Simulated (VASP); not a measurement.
In3Cu, 4 atoms in the cell. The structure is trigonal, space group R-3m (No. 166). Conventional cell: a = 6.288 Å, b = 6.288 Å, c = 7.498 Å, α = 90.00°, β = 90.00°, γ = 120.00°. Within 4.1 Å of In (site symmetry 2/m) lie 8 In at 3.09 to 3.14 Å and 4 Cu at 3.09 to 3.14 Å. Within 4.1 Å of Cu (site symmetry -3m) lie 12 In at 3.09 to 3.14 Å. 

| Item | Value |
| --- | --- |
| Program | VASP 6.6.1 |
| Task | single point |
| Functional | LDA |
| Potentials or basis | VASP PAW LDA potentials, release 64 (In_d, Cu) |
| Cutoff | 520 eV |
| k mesh | 10 × 10 × 10 |
| Occupations | gaussian, width 0.15 eV |
| Spin | no spin polarisation |
| Dipole correction | no |
| Further INCAR settings | ALGO = Fast; EDIFF = 1e-06; NBANDS = 33 |

Potentials or basis: VASP PAW LDA potentials, release 64 (In_d, Cu).

Run with:

```console
$ cat potpaw_LDA.64/In_d/POTCAR potpaw_LDA.64/Cu/POTCAR > POTCAR
$ mpirun -np 1 vasp_std > vasp.out
```

Hardware: 1 thread of AMD EPYC 7R13 (shared host).

Question: How long does it take, and how much memory?

Answer: Wall time 14 min on 1 thread of AMD EPYC 7R13 (shared host), peak memory 0.35 GiB. Counts: scf iterations 21, k points 116.
